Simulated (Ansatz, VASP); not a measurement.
# Cd4Sn in VASP and in Ansatz

```
Sn Cd
1.0
     5.31576    0.00000    0.00000
     0.00000    5.31576    0.00000
     0.00000    0.00000    5.31576
Sn Cd
1 4
Direct
  0.00000 0.00000 0.00000
  0.30152 0.30152 0.30152
  0.69848 0.69848 0.30152
  0.30152 0.69848 0.69848
  0.69848 0.30152 0.69848
```

Alike in both runs: functional PBE; k mesh 4 × 4 × 4; no spin polarisation.

Ansatz relaxed the structure, and its values are those at the end. VASP's run is a single point on that final structure, the one shown.

```csv
,VASP,Ansatz
version,VASP 6.6.1,Ansatz 0.2.0
potentials or method,"VASP PAW PBE potentials, release 64 (Sn_d, Cd), cutoff 520 eV",PAW plane waves
occupations,"fermi-dirac, width 0.1 eV",fermi-dirac
valence electrons in the cell,62,94
```

```csv
,VASP,Ansatz,Ansatz less VASP
gap on the k mesh at the Fermi level (eV),none,none,-
pressure (GPa),0.1,0.0,-0.13
rms of the force components (eV/Å),0.007,0.000,-0.0069
```

A gap of «none» marks a metal or a gap that the smearing closes. VASP's potentials hold 62 valence electrons a cell and Ansatz's 94, so a difference there can come from the potentials and not from the codes.
